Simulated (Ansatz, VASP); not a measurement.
## Two plane-wave programs on Al2O3

```xyz
5
Lattice="2.8968 0.0000 0.0000 -1.4484 2.5087 0.0000 0.0000 0.0000 6.9687" Properties=species:S:1:pos:R:3 pbc="T T T"
Al    0.0000    0.0000    1.9369
Al    0.0000    0.0000    5.0317
O     0.0000    1.6725    1.3899
O     1.4484    0.8362    5.5787
O     0.0000    0.0000    3.4843
```

Change from the starting cell: strain -0.040 along x and y, -0.080 along z, atoms carried along.

Alike in both runs: task single point; functional r2SCAN; k mesh 12 × 12 × 4; occupations gaussian, width 0.05 eV; no spin polarisation.

|  | VASP | Ansatz |
| --- | --- | --- |
| version | VASP 6.6.1 | Ansatz 0.2.0 |
| potentials or method | VASP PAW PBE potentials, release 64 (Al, O), cutoff 520 eV | scalar-relativistic, plane waves, PAW |
| valence electrons in the cell | 24 | 24 |

```csv
,VASP,Ansatz,Ansatz less VASP
gap on the k mesh at the Fermi level (eV),4.70,4.70,0.000
least direct gap on the mesh (eV),4.70,4.70,0.000
pressure (GPa),33.7,33.1,-0.62
"traceless stress, the component that is largest in VASP (GPa)",28.12,27.13,-0.990
rms of the force components (eV/Å),1.688,1.622,-0.0659
```

VASP's potentials were made for PBE, not for r2SCAN. Atom by atom the forces differ by 0.068 eV/Å (rms over components). Both programs put the cell under a high pressure, so it lies far from rest at this level. With one functional, cell and mesh, what is left measures potentials, basis and numerics.
